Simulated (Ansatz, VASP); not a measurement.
## One calculation of Li, two programs

```
Li
1.0
     1.90333   -2.26145    0.00000
     1.90333    2.26145    0.00000
    -1.85865    0.00000    2.34415
Li
1
Direct
  0.00000 0.00000 0.00000
```

Change from the starting cell: the structure that the rattled simple hexagonal type (P6/mmm, No. 191) fell into.

Alike in both runs: task relaxation of cell and atoms; functional PBEsol; k mesh 22 × 22 × 24; occupations gaussian, width 0.1 eV; no spin polarisation.

```csv
,VASP,Ansatz
version,VASP 6.6.1,Ansatz 0.2.0
potentials or method,"VASP PAW PBE potentials, release 64 (Li_sv), cutoff 600 eV","scalar-relativistic, plane waves, PAW"
valence electrons in the cell,3,3
```

```csv
,VASP,Ansatz,Ansatz less VASP
"gap on the k mesh at the Fermi level, each at its own relaxed structure (eV)",none,none,-
relaxed volume (Å³/atom),20.01,20.21,+0.206
relaxed cell length with the largest relative difference (Å),2.981,2.992,+0.0102
```

VASP's potentials were made for PBE, not for PBEsol. A gap of «none» marks a metal or a gap that the smearing closes.

Noted on VASP's run: the cutoff is short for stress, so the pressure is rough.
